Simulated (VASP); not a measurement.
# SnSe4 (P-43m) in VASP: a series of runs

Runs on SnSe4. Level: PBE. Tasks: single point.

Program: VASP 6.6.1. These are calculated values, not measurements. Logs are shortened: lines on timing, memory, paths and dates and some standing lists are left out, and cuts for length are marked.

## (1) The cell of the first run

It takes space group P-43m (No. 215, cubic). The conventional cell has a = 5.114 Å, b = 5.114 Å, c = 5.114 Å, α = 90.00°, β = 90.00°, γ = 90.00°. Within 3.5 Å of Sn (site symmetry -43m) lie 4 Se at 2.63 Å. Within 3.5 Å of Se (site symmetry 3m) lie 1 Sn at 2.63 Å and 3 Se at 2.94 Å.

The cell was built from a structure type or drawn by symmetry, and may not be a known phase.

## (2) Single point, PBE

Input file INCAR:

```
SYSTEM = SnSe4
PREC     = Accurate       ! precision mode
ENCUT    = 520            ! plane-wave cutoff, eV
EDIFF    = 1E-6           ! SCF threshold, eV
ISMEAR   = 0              ! smearing method
SIGMA    = 0.1            ! smearing width, eV
LREAL    = .False.        ! projectors in reciprocal space
LASPH    = .True.         ! aspherical terms in the spheres
NELM     = 60             ! most SCF steps
ALGO     = Normal         ! electronic algorithm
ISIF     = 2              ! what is computed and relaxed
LWAVE    = .False.        ! write WAVECAR
LCHARG   = .False.        ! write CHGCAR
GGA      = PE             ! functional
NBANDS   = 27             ! bands
```

Input file KPOINTS:

```
Automatic mesh
0
Gamma
  4 4 4
  0 0 0
```

Input file POSCAR:

```
SnSe4
1.0
    5.1135395465      0.0000000000      0.0000000000
    0.0000000000      5.1135395465      0.0000000000
    0.0000000000      0.0000000000      5.1135395465
Sn Se
1 4
Direct
    0.0000000000      0.0000000000      0.0000000000
    0.2964715073      0.2964715073      0.2964715073
    0.7035284927      0.7035284927      0.2964715073
    0.2964715073      0.7035284927      0.7035284927
    0.7035284927      0.2964715073      0.7035284927
```

Potentials or basis: VASP PAW PBE potentials, release 64 (Sn_d, Se).

Command:

```bash
cat potpaw_PBE.64/Sn_d/POTCAR potpaw_PBE.64/Se/POTCAR > POTCAR
mpirun -np 1 vasp_std > vasp.out
```

OUTCAR:

```text
SYSTEM = SnSe4
   PREC = Accurate
   ENCUT = 520
   EDIFF = 1E-6
   ISMEAR = 0
   LREAL = .False.
   LASPH = .True.
   NELM = 60
   ISIF = 2
   GGA = PE

 ion  position               nearest neighbor table
   1  0.000  0.000  0.000-   2 2.63   3 2.63   4 2.63   5 2.63
   2  0.296  0.296  0.296-   1 2.63
   3  0.704  0.704  0.296-   1 2.63
   4  0.296  0.704  0.704-   1 2.63
   5  0.704  0.296  0.704-   1 2.63

  LATTYP: Found a simple cubic cell.
 ALAT       =     5.1135395465

  Lattice vectors:

 A1 = (   5.1135395465,   0.0000000000,   0.0000000000)
 A2 = (   0.0000000000,   5.1135395465,   0.0000000000)
 A3 = (   0.0000000000,   0.0000000000,   5.1135395465)

Analysis of symmetry for initial positions (statically):
=====================================================================
 Subroutine PRICEL returns:
 Original cell was already a primitive cell.

 Routine SETGRP: Setting up the symmetry group for a
 simple cubic supercell.

 Subroutine GETGRP returns: Found 24 space group operations
 (whereof 24 operations were pure point group operations)
 out of a pool of 48 trial point group operations.

The static configuration has the point symmetry T_d .

Analysis of symmetry for dynamics (positions and initial velocities):
=====================================================================
 Subroutine PRICEL returns:
 Original cell was already a primitive cell.

 Routine SETGRP: Setting up the symmetry group for a
 simple cubic supercell.

 Subroutine GETGRP returns: Found 24 space group operations
 (whereof 24 operations were pure point group operations)
 out of a pool of 48 trial point group operations.

The dynamic configuration has the point symmetry T_d .

 Subroutine INISYM returns: Found 24 space group operations
 (whereof 24 operations are pure point group operations),
 and found     1 'primitive' translations

----------------------------------------------------------------------------------------

                                     Primitive cell

  volume of cell :     133.7103

  direct lattice vectors                    reciprocal lattice vectors
     5.113539547  0.000000000  0.000000000     0.195559258  0.000000000  0.000000000
     0.000000000  5.113539547  0.000000000     0.000000000  0.195559258  0.000000000
     0.000000000  0.000000000  5.113539547     0.000000000  0.000000000  0.195559258

  length of vectors
     5.113539547  5.113539547  5.113539547     0.195559258  0.195559258  0.195559258

  position of ions in fractional coordinates (direct lattice)
     0.000000000  0.000000000  0.000000000
     0.296471507  0.296471507  0.296471507
     0.703528493  0.703528493  0.296471507
     0.296471507  0.703528493  0.703528493
     0.703528493  0.296471507  0.703528493

  ion indices of the primitive-cell ions
   primitive index   ion index
                 1           1
                 2           2
                 3           3
                 4           4
                 5           5

----------------------------------------------------------------------------------------

 KPOINTS: Automatic mesh

Automatic generation of k-mesh.
 Grid dimensions read from file:
 generate k-points for:    4    4    4

 Generating k-lattice:

  Cartesian coordinates                     Fractional coordinates (reciprocal lattice)
     0.048889815  0.000000000  0.000000000     0.250000000  0.000000000  0.000000000
     0.000000000  0.048889815  0.000000000     0.000000000  0.250000000  0.000000000
     0.000000000  0.000000000  0.048889815     0.000000000  0.000000000  0.250000000

  Length of vectors
     0.048889815  0.048889815  0.048889815

  Shift w.r.t. Gamma in fractional coordinates (k-lattice)
     0.000000000  0.000000000  0.000000000

 Subroutine IBZKPT returns following result:
 ===========================================

 Found     10 irreducible k-points:

 Following reciprocal coordinates:
            Coordinates               Weight
  0.000000  0.000000  0.000000      1.000000
  0.250000  0.000000  0.000000      6.000000
  0.500000  0.000000  0.000000      3.000000
  0.250000  0.250000  0.000000     12.000000
  0.500000  0.250000  0.000000     12.000000
  0.500000  0.500000  0.000000      3.000000
  0.250000  0.250000  0.250000      8.000000
  0.500000  0.250000  0.250000     12.000000
  0.500000  0.500000  0.250000      6.000000
  0.500000  0.500000  0.500000      1.000000
   k-points           NKPTS =     10   k-points in BZ     NKDIM =     10   number of bands    NBANDS=     27
   number of dos      NEDOS =    301   number of ions     NIONS =      5
   total plane-waves  NPLWV =  64000
   dimension x,y,z NGX =    40 NGY =   40 NGZ =   40
   dimension x,y,z NGXF=    80 NGYF=   80 NGZF=   80
   ions per type =               1   4
   NGX,Y,Z   is equivalent  to a cutoff of  13.00, 13.00, 13.00 a.u.
   NGXF,Y,Z  is equivalent  to a cutoff of  26.01, 26.01, 26.01 a.u.
 SYSTEM =  SnSe4
[... 61 lines left out ...]
      1     -17.8115      2.00000
      2     -17.8115      2.00000
      3     -17.8115      2.00000
      4     -17.7583      2.00000
      5     -17.7583      2.00000
      6     -10.7494      2.00000
[... 19 lines left out ...]
     26       9.1043      0.00000
     27       9.4856      0.00000

 k-point     2 :       0.2500    0.0000    0.0000
  band No.  band energies     occupation
      1     -17.8120      2.00000
      2     -17.8120      2.00000
      3     -17.8116      2.00000
      4     -17.7583      2.00000
      5     -17.7575      2.00000
      6     -10.5442      2.00000
[... 19 lines left out ...]
     26       9.8415      0.00000
     27      10.3457      0.00000

 k-point     3 :       0.5000    0.0000    0.0000
  band No.  band energies     occupation
      1     -17.8125      2.00000
      2     -17.8125      2.00000
      3     -17.8117      2.00000
      4     -17.7582      2.00000
      5     -17.7566      2.00000
      6     -10.2052      2.00000
[... 19 lines left out ...]
     26      10.0671      0.00000
     27      10.5702      0.00000

 k-point     4 :       0.2500    0.2500    0.0000
  band No.  band energies     occupation
      1     -17.8126      2.00000
      2     -17.8120      2.00000
      3     -17.8119      2.00000
      4     -17.7578      2.00000
      5     -17.7570      2.00000
      6     -10.3583      2.00000
[... 19 lines left out ...]
     26      10.3255      0.00000
     27      10.9891      0.00000

 k-point     5 :       0.5000    0.2500    0.0000
  band No.  band energies     occupation
      1     -17.8133      2.00000
      2     -17.8124      2.00000
      3     -17.8120      2.00000
      4     -17.7577      2.00000
      5     -17.7563      2.00000
      6     -10.0683      2.00000
[... 19 lines left out ...]
     26      11.0276      0.00000
     27      11.2925      0.00000

 k-point     6 :       0.5000    0.5000    0.0000
  band No.  band energies     occupation
      1     -17.8140      2.00000
      2     -17.8124      2.00000
      3     -17.8124      2.00000
      4     -17.7574      2.00000
      5     -17.7557      2.00000
      6      -9.8874      2.00000
[... 19 lines left out ...]
     26      10.8703      0.00000
     27      11.4967      0.00000

 k-point     7 :       0.2500    0.2500    0.2500
  band No.  band energies     occupation
      1     -17.8127      2.00000
      2     -17.8125      2.00000
      3     -17.8125      2.00000
      4     -17.7570      2.00000
      5     -17.7570      2.00000
      6     -10.2004      2.00000
[... 19 lines left out ...]
     26      10.1947      0.00000
     27      11.4094      0.00000

 k-point     8 :       0.5000    0.2500    0.2500
  band No.  band energies     occupation
      1     -17.8132      2.00000
      2     -17.8130      2.00000
      3     -17.8125      2.00000
      4     -17.7570      2.00000
      5     -17.7561      2.00000
      6      -9.9753      2.00000
[... 19 lines left out ...]
     26      10.6192      0.00000
     27      11.1568      0.00000

 k-point     9 :       0.5000    0.5000    0.2500
  band No.  band energies     occupation
      1     -17.8138      2.00000
      2     -17.8130      2.00000
      3     -17.8130      2.00000
      4     -17.7565      2.00000
      5     -17.7557      2.00000
      6      -9.8663      2.00000
[... 19 lines left out ...]
     26      10.6506      0.00000
     27      11.1286      0.00000

 k-point    10 :       0.5000    0.5000    0.5000
  band No.  band energies     occupation
      1     -17.8136      2.00000
      2     -17.8136      2.00000
      3     -17.8136      2.00000
      4     -17.7557      2.00000
      5     -17.7557      2.00000
      6      -9.8447      2.00000
[... 19 lines left out ...]
     26      10.7374      0.00000
     27      10.7374      0.00000

------------------------ aborting loop because EDIFF is reached ----------------------------------------

  FORCE on cell =-STRESS in cart. coord.  units (eV):
  Direction    XX          YY          ZZ          XY          YZ          ZX
  --------------------------------------------------------------------------------------
  -------------------------------------------------------------------------------------
  Total        0.1643524      0.1643524      0.1643524     -0.0000000     -0.0000000      0.0000000
  in kB        1.9693449      1.9693449      1.9693449     -0.0000000     -0.0000000      0.0000000
  external PRESSURE =       1.9693449 kB  Pullay stress =       0.0000000 kB

 VOLUME and BASIS-vectors are now :
 -----------------------------------------------------------------------------
  energy-cutoff  :      520.00
  volume of cell :      133.71
      direct lattice vectors                 reciprocal lattice vectors
     5.113539547  0.000000000  0.000000000     0.195559258  0.000000000  0.000000000
     0.000000000  5.113539547  0.000000000     0.000000000  0.195559258  0.000000000
     0.000000000  0.000000000  5.113539547     0.000000000  0.000000000  0.195559258

 POSITION                                       TOTAL-FORCE (eV/Angst)
 -----------------------------------------------------------------------------------
      0.00000      0.00000      0.00000        -0.000000     -0.000000     -0.000000
      1.51602      1.51602      1.51602        -0.016779     -0.016779     -0.016779
      3.59752      3.59752      1.51602         0.016779      0.016779     -0.016779
      1.51602      3.59752      3.59752        -0.016779      0.016779      0.016779
      3.59752      1.51602      3.59752         0.016779     -0.016779      0.016779
 -----------------------------------------------------------------------------------
    total drift:                               -0.000000     -0.000000      0.000000

  FREE ENERGIE OF THE ION-ELECTRON SYSTEM (eV)
  ---------------------------------------------------
  free  energy   TOTEN  =       -15.9895638711 eV

  energy  without entropy=      -15.9627316783  energy(sigma->0) =      -15.97614777
```

It took 63 s on 1 thread of Intel Xeon 8259CL, shared host; peak memory 0.25 GiB.

Results:

```
Free energy            : -15.9896 eV
Pressure               : 0.2 GPa
Largest force          : 0.029 eV/Å
Band gap on the k mesh : zero (bands 19 and 20 overlap by 0.54 eV)
```

Forces in eV/Å, atoms in the order of the input:
```
Sn   0.000  0.000  0.000
Se  -0.017 -0.017 -0.017
Se   0.017  0.017 -0.017
Se  -0.017  0.017  0.017
Se   0.017 -0.017  0.017
```

Levels at points of the mesh, in eV from the Fermi level:
| k point | band 16 | band 17 | band 18 | band 19 | band 20 | band 21 | band 22 | band 23 |
| --- | --- | --- | --- | --- | --- | --- | --- | --- |
| (0.00, 0.00, 0.00) | -0.63 | -0.34 | -0.34 | -0.34 | 0.46 | 0.46 | 0.46 | 3.42 |
| (0.50, 0.00, 0.00) | -1.84 | -1.51 | -0.27 | -0.27 | 0.04 | 0.04 | 2.68 | 3.45 |
| (0.50, 0.50, 0.00) | -2.29 | -2.11 | -0.42 | 0.24 | 0.24 | 1.05 | 3.03 | 3.39 |
| (0.50, 0.50, 0.50) | -0.22 | -0.22 | -0.20 | -0.20 | 0.82 | 0.82 | 0.82 | 4.26 |

Caveat: semilocal functionals underestimate gaps, so a narrow gap can read as zero; spin-orbit coupling is left out, which moves the levels of the heavy elements.

## (3) Single point, PBE

This run uses another cell than the first one, of 30.80 Å³/atom.

Input file INCAR:

```
PREC = Accurate ; ENCUT = 520
EDIFF = 1E-7 ; ISMEAR = 0
SIGMA = 0.1 ; LREAL = F
LASPH = T ; NELM = 80
ALGO = Normal ; ISIF = 2
LWAVE = F ; LCHARG = F
GGA = PE ; NBANDS = 27
```

Input file KPOINTS:

```
regular mesh
0
Gamma
  4 4 4
```

Input file POSCAR:

```
SnSe4
1.0
    5.3603027000      0.0000000000      0.0000000000
    0.0000000000      5.3603027000      0.0000000000
    0.0000000000      0.0000000000      5.3603027000
Sn Se
1 4
Direct
    0.0000000000      0.0000000000      0.0000000000
    0.2500000000      0.2500000000      0.2500000000
    0.7500000000      0.7500000000      0.2500000000
    0.2500000000      0.7500000000      0.7500000000
    0.7500000000      0.2500000000      0.7500000000
```

Potentials or basis: VASP PAW PBE potentials, release 64 (Sn_d, Se).

Command:

```bash
cat potpaw_PBE.64/Sn_d/POTCAR potpaw_PBE.64/Se/POTCAR > POTCAR
mpirun -np 1 vasp_std > vasp.out
```

Wall time 62 s (1 thread of Intel Xeon 8259CL, shared host); peak memory 0.25 GiB.

The run converged. Its results:

| Property | Result |
| --- | --- |
| Free energy | -14.1191 eV |
| Pressure | 8.4 GPa |
| Band gap on the k mesh | zero (bands 19 and 20 overlap by 0.59 eV) |

Levels at points of the mesh, in eV from the Fermi level:
```
           k point  band 15  band 16  band 17  band 18  band 19  band 20  band 21  band 22  band 23  band 24
(0.00, 0.00, 0.00)    -2.55    -0.57    -0.57    -0.57     0.56     0.56     0.56     2.74     4.33     4.33
(0.50, 0.00, 0.00)    -1.70    -1.49    -1.44    -0.38    -0.38    -0.03    -0.03     4.67     4.95     6.40
(0.50, 0.50, 0.00)    -1.86    -1.53    -1.03    -0.24    -0.24     0.19     0.35     4.81     5.41     6.82
(0.50, 0.50, 0.50)    -0.82    -0.82     0.26     0.26     0.33     0.33     0.33     2.87     5.82     5.82
```

Caveat: the cell stands under pressure; semilocal functionals underestimate gaps, so a narrow gap can read as zero; spin-orbit coupling is left out, which moves the levels of the heavy elements.

## (4) Single point, PBE

This run uses another cell than the first one, of 26.82 Å³/atom.

Input file INCAR:

```
PREC     = Accurate       # precision mode
ENCUT    = 520            # plane-wave cutoff, eV
EDIFF    = 1E-6           # SCF threshold, eV
ISMEAR   = 0              # smearing method
SIGMA    = 0.1            # smearing width, eV
LREAL    = False          # projectors in reciprocal space
LASPH    = True           # aspherical terms in the spheres
NELM     = 80             # most SCF steps
ALGO     = Normal         # electronic algorithm
ISIF     = 2              # what is computed and relaxed
LWAVE    = False          # write WAVECAR
LCHARG   = False          # write CHGCAR
GGA      = PE             # functional
NBANDS   = 27             # bands
```

Input file KPOINTS:

```
Automatic mesh
0
Gamma
  8 8 8
```

Input file POSCAR:

```
SnSe4
1.0
    5.1185979675      0.0000000000      0.0000000000
    0.0000000000      5.1185979675      0.0000000000
    0.0000000000      0.0000000000      5.1185979675
Sn Se
1 4
Direct
    0.0000000000      0.0000000000      0.0000000000
    0.2943896070      0.2943896070      0.2943896070
    0.7056103930      0.7056103930      0.2943896070
    0.2943896070      0.7056103930      0.7056103930
    0.7056103930      0.2943896070      0.7056103930
```

Command:

```bash
cat potpaw_PBE.64/Sn_d/POTCAR potpaw_PBE.64/Se/POTCAR > POTCAR
mpirun -np 1 vasp_std > vasp.out
```

It took 2.4 min on 1 thread of Intel Xeon 8259CL, shared host; peak memory 0.3 GiB.

Results (log left out):

```
Free energy            : -15.9855 eV
Pressure               : 0.0 GPa
Largest force          : 0.009 eV/Å
Band gap on the k mesh : zero (bands 19 and 20 overlap by 0.75 eV)
```

Forces in eV/Å, atoms in the order of the input:
```
Sn   0.000  0.000  0.000
Se   0.005  0.005  0.005
Se  -0.005 -0.005  0.005
Se   0.005 -0.005 -0.005
Se  -0.005  0.005 -0.005
```

Levels at points of the mesh, in eV from the Fermi level:
```
           k point  band 15  band 16  band 17  band 18  band 19  band 20  band 21  band 22  band 23  band 24
(0.00, 0.00, 0.00)    -2.53    -0.51    -0.38    -0.38    -0.38     0.46     0.46     0.46     3.37     3.37
(0.50, 0.00, 0.00)    -2.25    -1.83    -1.57    -0.33    -0.33    -0.01    -0.01     2.71     3.49     5.26
(0.50, 0.50, 0.00)    -2.36    -2.36    -2.09    -0.37     0.18     0.18     0.99     3.05     3.46     5.83
(0.50, 0.50, 0.50)    -0.29    -0.29    -0.23    -0.15    -0.15     0.77     0.77     0.77     4.32     4.32
```

Caveat: semilocal functionals underestimate gaps, so a narrow gap can read as zero; spin-orbit coupling is left out, which moves the levels of the heavy elements.

## (5) Overview

| cell | k mesh | gap on the mesh (eV) | pressure (GPa) | largest force (eV/Å) |
| --- | --- | --- | --- | --- |
| a = 5.114 Å, 5 atoms, atomic positions A | 4 × 4 × 4 | none | 0.2 | 0.03 |
| a = 5.360 Å, 5 atoms, atomic positions B | 4 × 4 × 4 | none | 8.4 | - |
| a = 5.119 Å, 5 atoms, atomic positions C | 8 × 8 × 8 | none | 0.0 | 0.01 |

Alike in all rows: task single point; level PBE; potentials or basis VASP PAW PBE potentials, release 64 (Sn_d, Se); no spin polarisation; cutoff (eV) 520; smearing gaussian 0.1 eV.

Caveats: semilocal functionals underestimate gaps, so a narrow gap can read as zero; spin-orbit coupling is left out, which moves the levels of the heavy elements; the cell stands under pressure (at least some runs).

Absolute energies hang on the potentials; compare differences alone.
